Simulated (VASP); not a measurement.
# Nb (Im-3m) in VASP: single point with PBEsol

Aim: the single point of Nb with PBEsol.

Everything below comes from runs of VASP 6.6.1. Logs are shortened: lines on timing, memory, paths and dates and some standing lists are left out, and cuts for length are marked.

## Step 1: The cell of the first run

It takes space group Im-3m (No. 229, cubic). The conventional cell has a = 3.272 Å, b = 3.272 Å, c = 3.272 Å, α = 90.00°, β = 90.00°, γ = 90.00°. Within 3.7 Å of Nb (site symmetry m-3m) lie 14 Nb at 2.83 to 3.27 Å.

## Step 2: Single point, PBEsol, non-collinear spin, zero start, spin-orbit coupling

The input, INCAR:

```
SYSTEM = Nb
PREC = Accurate
ENCUT = 520
EDIFF = 1E-7
ISMEAR = 0
SIGMA = 0.1
LREAL = .FALSE.
LASPH = .TRUE.
NELM = 150
ALGO = Normal
ISIF = 2
LWAVE = .FALSE.
LCHARG = .FALSE.
MAGMOM = 0 0 0
LORBIT = 11
LSORBIT = .TRUE.
GGA_COMPAT = .FALSE.
LORBMOM = .TRUE.
LMAXMIX = 4
GGA = PS
NBANDS = 24
```

The input, KPOINTS:

```
regular mesh
0
G
  18 18 18
  0 0 0
```

The input, POSCAR:

```
Nb
1.0
   -1.6362222516      1.6362222516      1.6362222516
    1.6362222516     -1.6362222516      1.6362222516
    1.6362222516      1.6362222516     -1.6362222516
Nb
1
Direct
    0.0000000000      0.0000000000      0.0000000000
```

Potentials or basis: VASP PAW PBE potentials, release 64 (Nb_sv).

Run with:

```console
$ cat potpaw_PBE.64/Nb_sv/POTCAR > POTCAR
$ mpirun -np 1 vasp_ncl > vasp.out
```

OUTCAR:

```text
SYSTEM = Nb
   PREC = Accurate
   ENCUT = 520
   EDIFF = 1E-7
   ISMEAR = 0
   LREAL = .FALSE.
   LASPH = .TRUE.
   NELM = 150
   ISIF = 2
   LORBIT = 11
   LSORBIT = .TRUE.
   GGA = PS

 ion  position               nearest neighbor table
   1  0.000  0.000  0.000-

  LATTYP: Found a body centered cubic cell.
 ALAT       =     3.2724445032

  Lattice vectors:

 A1 = (  -1.6362222516,   1.6362222516,   1.6362222516)
 A2 = (   1.6362222516,  -1.6362222516,   1.6362222516)
 A3 = (   1.6362222516,   1.6362222516,  -1.6362222516)

Analysis of symmetry for initial positions (statically):
=====================================================================
 Subroutine PRICEL returns:
 Original cell was already a primitive cell.

 Routine SETGRP: Setting up the symmetry group for a
 body centered cubic supercell.

 Subroutine GETGRP returns: Found 48 space group operations
 (whereof 48 operations were pure point group operations)
 out of a pool of 48 trial point group operations.

The static configuration has the point symmetry O_h .

Analysis of symmetry for dynamics (positions and initial velocities):
=====================================================================
 Subroutine PRICEL returns:
 Original cell was already a primitive cell.

 Routine SETGRP: Setting up the symmetry group for a
 body centered cubic supercell.

 Subroutine GETGRP returns: Found 48 space group operations
 (whereof 48 operations were pure point group operations)
 out of a pool of 48 trial point group operations.

The dynamic configuration has the point symmetry O_h .

Analysis of structural, dynamic, and magnetic symmetry:
=====================================================================
 Subroutine PRICEL returns:
 Original cell was already a primitive cell.

 Routine SETGRP: Setting up the symmetry group for a
 body centered cubic supercell.

 Subroutine GETGRP returns: Found 48 space group operations
 (whereof 48 operations were pure point group operations)
 out of a pool of 48 trial point group operations.

The overall configuration has the point symmetry O_h .

 Subroutine INISYM returns: Found 48 space group operations
 (whereof 48 operations are pure point group operations),
 and found     1 'primitive' translations

----------------------------------------------------------------------------------------

                                     Primitive cell

  volume of cell :      17.5221

  direct lattice vectors                    reciprocal lattice vectors
    -1.636222252  1.636222252  1.636222252     0.000000000  0.305581958  0.305581958
     1.636222252 -1.636222252  1.636222252     0.305581958  0.000000000  0.305581958
     1.636222252  1.636222252 -1.636222252     0.305581958  0.305581958  0.000000000

  length of vectors
     2.834020072  2.834020072  2.834020072     0.432158150  0.432158150  0.432158150

  position of ions in fractional coordinates (direct lattice)
     0.000000000  0.000000000  0.000000000

  ion indices of the primitive-cell ions
   primitive index   ion index
                 1           1

----------------------------------------------------------------------------------------

 KPOINTS: regular mesh

Automatic generation of k-mesh.
 Grid dimensions read from file:
 generate k-points for:   18   18   18

 Generating k-lattice:

  Cartesian coordinates                     Fractional coordinates (reciprocal lattice)
     0.000000000  0.016976775  0.016976775     0.055555556  0.000000000  0.000000000
     0.016976775  0.000000000  0.016976775     0.000000000  0.055555556  0.000000000
     0.016976775  0.016976775  0.000000000     0.000000000  0.000000000  0.055555556

  Length of vectors
     0.024008786  0.024008786  0.024008786

  Shift w.r.t. Gamma in fractional coordinates (k-lattice)
     0.000000000  0.000000000  0.000000000

 Subroutine IBZKPT returns following result:
 ===========================================

 Found    195 irreducible k-points:

 Following reciprocal coordinates:
            Coordinates               Weight
  0.000000  0.000000  0.000000      1.000000
  0.055556  0.000000  0.000000     12.000000
  0.111111  0.000000  0.000000     12.000000
  0.166667  0.000000  0.000000     12.000000
  0.222222  0.000000  0.000000     12.000000
  0.277778  0.000000  0.000000     12.000000
[... 16 lines left out ...]
  0.333333  0.111111  0.000000     48.000000
  0.388889  0.111111  0.000000     48.000000
 [... further k-points ...]
   k-points           NKPTS =    195   k-points in BZ     NKDIM =    195   number of bands    NBANDS=     24
   number of dos      NEDOS =    301   number of ions     NIONS =      1
   total plane-waves  NPLWV =  13824
   dimension x,y,z NGX =    24 NGY =   24 NGZ =   24
   dimension x,y,z NGXF=    48 NGYF=   48 NGZF=   48
   ions per type =               1
   NGX,Y,Z   is equivalent  to a cutoff of  14.08, 14.08, 14.08 a.u.
   NGXF,Y,Z  is equivalent  to a cutoff of  28.16, 28.16, 28.16 a.u.
 SYSTEM =  Nb
   PREC   = accura    normal or accurate (medium, high low for compatibility)
   ISTART =      0    job   : 0-new  1-cont  2-samecut
   ICHARG =      2    charge: 1-file 2-atom 10-const
   ISPIN  =      1    spin polarized calculation?
   LNONCOLLINEAR =      T non collinear calculations
   LSORBIT =      T    spin-orbit coupling
   LASPH  =      T    aspherical Exc in radial PAW
   ENCUT  =  520.0 eV  38.22 Ry    6.18 a.u.   5.27  5.27  5.27*2*pi/ulx,y,z
   NELM   =    150;   NELMIN=  2; NELMDL= -5     # of ELM steps
   EDIFF  = 0.1E-06   stopping-criterion for ELM
   LREAL  =      F    real-space projection
   EDIFFG = 0.1E-05   stopping-criterion for IOM
   NSW    =      0    number of steps for IOM
   IBRION =     -1    ionic relax: 0-MD 1-quasi-New 2-CG
   NFREE  =      0    steps in history (QN), initial steepest desc. (CG)
   ISIF   =      2    stress and relaxation
   ISYM   =      2    0-nonsym 1-usesym 2-fastsym
   POTIM  = 0.5000    time-step for ionic-motion
   TEBEG  =    0.0;   TEEND  =   0.0 temperature during run
   PSTRESS=    0.0 pullay stress
   NELECT =      13.0000    total number of electrons
   NUPDOWN=      -1.0000    fix difference up-down
   EMIN   =  10.00;   EMAX   =-10.00  energy-range for DOS
   EFERMI =   0.00;   METHOD = LEGACY
   ISMEAR =     0;   SIGMA  =   0.10  broadening in eV -4-tet -1-fermi 0-gaus
   EFERMI_NEDOS =   21; number of points for ismear=-14 and -15
   IALGO  =     38    algorithm
   IMIX   =      4    mixing-type and parameters
     AMIX     =   0.40;   BMIX     =  1.00
     AMIX_MAG =   1.60;   BMIX_MAG =  1.00
  volume/ion in A,a.u.               =      17.52       118.25
  Fermi-wavevector in a.u.,A,eV,Ry     =   1.482041  2.800652 29.884470  2.196447
  Thomas-Fermi vector in A             =   2.595877
   LORBIT       =     11    0 simple, 1 ext, 2 COOP (PROOUT), +10 PAW based schemes
   GGA     = PS    functional components
   LHFCALC =     F    Hartree Fock is set to
   AEXX    =    0.0000 exact exchange contribution
   IVDW    =     0    specifies the selected vdW correction
   LEPSILON=     F    determine dielectric tensor
   LRPA    =     F    only Hartree local field effects (RPA)
 Gauss-broadening in eV      SIGMA  =   0.10
  energy-cutoff  :      520.00
  volume of cell :       17.52
 maximum number of plane-waves:       980
 NGX is ok and might be reduce to    24
   NGX = 11   NGY = 11   NGZ = 11

 number of electron      13.0000000 magnetization       0.0000000      0.0000000      0.0000000

 number of electron      13.0000001 magnetization      -0.0000000      0.0000000      0.0000000

 number of electron      13.0000001 magnetization       0.0000000     -0.0000000     -0.0000000

 Free energy of the ion-electron system (eV)
  ---------------------------------------------------
  ext. energy  EPLUGINS =         0.00000000
  ---------------------------------------------------
  free energy    TOTEN  =       -11.04361150 eV

  energy without entropy =      -11.03572638  energy(sigma->0) =      -11.03966894

 E-fermi :  11.4150     XC(G=0): -12.7732

 val. band max:       11.4143932147   @ k =   0.2778   0.1111   0.0556
 cond. band min:      11.4207648377   @ k =   0.3333   0.1667   0.1667
 fundamental gap:      0.0063716229
 Fermi energy:        11.4149742874

 k-point     1 :       0.0000    0.0000    0.0000
  band No.  band energies     occupation
      1     -42.8046      1.00000
      2     -42.8046      1.00000
      3     -19.4966      1.00000
      4     -19.4966      1.00000
      5     -17.3562      1.00000
      6     -17.3562      1.00000
[... 16 lines left out ...]
     23      25.7196      0.00000
     24      25.7196      0.00000

 k-point     2 :       0.0556    0.0000    0.0000
  band No.  band energies     occupation
      1     -42.7965      1.00000
      2     -42.7965      1.00000
      3     -19.5155      1.00000
      4     -19.5155      1.00000
      5     -17.3941      1.00000
      6     -17.3941      1.00000
[... 16 lines left out ...]
     23      25.9489      0.00000
     24      25.9592      0.00000

 k-point     3 :       0.1111    0.0000    0.0000
  band No.  band energies     occupation
      1     -42.7730      1.00000
      2     -42.7730      1.00000
      3     -19.5718      1.00000
      4     -19.5718      1.00000
      5     -17.5003      1.00000
      6     -17.5003      1.00000
[... 16 lines left out ...]
     23      26.6144      0.00000
     24      26.6144      0.00000
[... 514 lines left out ...]
 k-point    23 :       0.3333    0.1111    0.0000
  band No.  band energies     occupation
      1     -42.5510      1.00000
      2     -42.5510      1.00000
      3     -20.1683      1.00000
      4     -20.1683      1.00000
      5     -18.2810      1.00000
      6     -18.2810      1.00000
[... 16 lines left out ...]
     23      25.1234      0.00000
     24      25.1234      0.00000

 k-point    24 :       0.3889    0.1111    0.0000
  band No.  band energies     occupation
      1     -42.5279      1.00000
      2     -42.5279      1.00000
      3     -20.2355      1.00000
      4     -20.2355      1.00000
      5     -18.3494      1.00000
      6     -18.3494      1.00000
[... 16 lines left out ...]
     23      24.2251      0.00000
     24      24.2251      0.00000

 [... further k-points ...]
[... 5 lines left out ...]
  --------------------------------------------------------------------------------------
  -------------------------------------------------------------------------------------
  Total       -0.0344658     -0.0344658     -0.0344658     -0.0000000      0.0000000     -0.0000000
  in kB       -3.1514594     -3.1514594     -3.1514594     -0.0000000      0.0000000     -0.0000000
  external PRESSURE =      -3.1514594 kB  Pullay stress =       0.0000000 kB

 VOLUME and BASIS-vectors are now :
 -----------------------------------------------------------------------------
  energy-cutoff  :      520.00
  volume of cell :       17.52
      direct lattice vectors                 reciprocal lattice vectors
    -1.636222252  1.636222252  1.636222252     0.000000000  0.305581958  0.305581958
     1.636222252 -1.636222252  1.636222252     0.305581958  0.000000000  0.305581958
     1.636222252  1.636222252 -1.636222252     0.305581958  0.305581958  0.000000000

 POSITION                                       TOTAL-FORCE (eV/Angst)
 -----------------------------------------------------------------------------------
      0.00000      0.00000      0.00000         0.000000      0.000000      0.000000
 -----------------------------------------------------------------------------------
    total drift:                                0.000000      0.000000      0.000000

  FREE ENERGIE OF THE ION-ELECTRON SYSTEM (eV)
  ---------------------------------------------------
  free  energy   TOTEN  =       -11.0436114974 eV

  energy  without entropy=      -11.0357263755  energy(sigma->0) =      -11.03966894

 orbital moment (x)

 # of ion     p       d       tot
 ----------------------------------------
  1         0.000  -0.000  -0.000
 ----------------------------------------
            0.000  -0.000  -0.000

 orbital moment (y)

 # of ion     p       d       tot
 ----------------------------------------
  1         0.000  -0.000  -0.000
 ----------------------------------------
            0.000  -0.000  -0.000

 orbital moment (z)

 # of ion     p       d       tot
 ----------------------------------------
  1         0.000   0.000   0.000
 ----------------------------------------
            0.000   0.000   0.000

 Spin-Orbit-Coupling matrix elements

 Ion:    1  E_soc:     -0.1759914
 l=   1
     0.0000000    -0.0270289    -0.0270289
    -0.0270289     0.0000000    -0.0270289
    -0.0270289    -0.0270289     0.0000000
 l=   2
     0.0000000    -0.0006069     0.0000000    -0.0006069    -0.0016962
    -0.0006069     0.0000000    -0.0012721    -0.0006069    -0.0004240
     0.0000000    -0.0012721     0.0000000    -0.0012721     0.0000000
    -0.0006069    -0.0006069    -0.0012721     0.0000000    -0.0004240
    -0.0016962    -0.0004240     0.0000000    -0.0004240     0.0000000
 l=   3
     0.0000000     0.0000000     0.0000000     0.0000000     0.0000000     0.0000000     0.0000000
     0.0000000     0.0000000     0.0000000     0.0000000     0.0000000     0.0000000     0.0000000
     0.0000000     0.0000000     0.0000000     0.0000000     0.0000000     0.0000000     0.0000000
     0.0000000     0.0000000     0.0000000     0.0000000     0.0000000     0.0000000     0.0000000
     0.0000000     0.0000000     0.0000000     0.0000000     0.0000000     0.0000000     0.0000000
     0.0000000     0.0000000     0.0000000     0.0000000     0.0000000     0.0000000     0.0000000
     0.0000000     0.0000000     0.0000000     0.0000000     0.0000000     0.0000000     0.0000000

 total charge

# of ion       s       p       d       tot
------------------------------------------
    1        2.227   6.000   2.536  10.763

 magnetization (x)

# of ion       s       p       d       tot
------------------------------------------
    1       -0.000   0.000   0.000   0.000

 magnetization (y)

# of ion       s       p       d       tot
------------------------------------------
    1        0.000   0.000  -0.000  -0.000

 magnetization (z)

# of ion       s       p       d       tot
------------------------------------------
    1        0.000   0.000   0.000   0.000
```

It took 2 min on 1 thread of Intel Xeon Platinum 8488C (Sapphire Rapids), shared host; peak memory 0.27 GiB.

Results:

| Property | Result |
| --- | --- |
| Free energy | -11.0436 eV |
| Pressure | -0.3 GPa |
| Net moment | 0.00 μB per cell |
| Valence electrons inside the program's atomic spheres | Nb 10.76 |

Moments on the atoms (μB; x, y, z):
```
Nb  0.00 0.00 0.00
```

Caveat: the PAW data sets were made with another functional, which shifts forces and pressure a little.
